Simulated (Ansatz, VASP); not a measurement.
One calculation of BAs, two programs

```
CELL_PARAMETERS angstrom
0.00000 2.38850 2.38850
2.38850 0.00000 2.38850
2.38850 2.38850 0.00000
ATOMIC_POSITIONS crystal
B 0.00000 0.00000 0.00000
As 0.75000 0.75000 0.75000
```

Alike in both runs: task single point; functional PBE; dispersion D3(BJ); k mesh 8 × 8 × 8; occupations gaussian, width 0.05 eV; no spin polarisation.

|  | VASP | Ansatz |
| --- | --- | --- |
| version | VASP 6.6.1 | Ansatz 0.2.0 |
| potentials or method | VASP PAW PBE potentials, release 64 (B, As), cutoff 500 eV | scalar-relativistic, plane waves, PAW |
| valence electrons in the cell | 8 | 18 |

Ansatz gave:

* gap on the k mesh at the Fermi level (eV): 1.20
* least direct gap on the mesh (eV): 3.28
* pressure (GPa): -1.1

Task: Estimate VASP's values.

Result: gap on the k mesh at the Fermi level (eV): 1.19; least direct gap on the mesh (eV): 3.28; pressure (GPa): -0.4.

VASP's potentials hold 8 valence electrons a cell and Ansatz's 18, so a difference there can come from the potentials and not from the codes.
